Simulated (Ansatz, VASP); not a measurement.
## LuTlAu4 in VASP and in Ansatz

```
CELL_PARAMETERS angstrom
3.99518 0.00000 0.00000
0.00000 3.99518 0.00000
0.00000 0.00000 10.67031
ATOMIC_POSITIONS crystal
Lu 0.50000 0.50000 0.50000
Tl 0.00000 0.00000 0.00000
Au 0.00000 0.00000 0.74410
Au 0.00000 0.00000 0.25590
Au 0.00000 0.00000 0.50000
Au 0.50000 0.50000 0.00000
```

Alike in both runs: functional PBE; k mesh 10 × 10 × 4; occupations gaussian, width 0.1 eV; no spin polarisation.

Ansatz relaxed the structure, and its values are those at the end. VASP's run is a single point on that final structure, the one shown.

```csv
,VASP,Ansatz
version,VASP 6.6.1,Ansatz 0.2.0
potentials or method,"VASP PAW PBE potentials, release 64 (Lu, Tl_d, Au), cutoff 520 eV","scalar-relativistic, plane waves, PAW"
valence electrons in the cell,82,114
```

VASP gave:

| Item | Value |
| --- | --- |
| gap on the k mesh at the Fermi level (eV) | none |
| pressure (GPa) | 0.0 |
| rms of the force components (eV/Å) | 0.007 |

Question: What did Ansatz give for the same quantities?

Answer: gap on the k mesh at the Fermi level (eV): none; pressure (GPa): 0.0; rms of the force components (eV/Å): 0.001.

A gap of «none» marks a metal or a gap that the smearing closes. VASP's potentials hold 82 valence electrons a cell and Ansatz's 114, so a difference there can come from the potentials and not from the codes.

Spin-orbit coupling is off throughout.
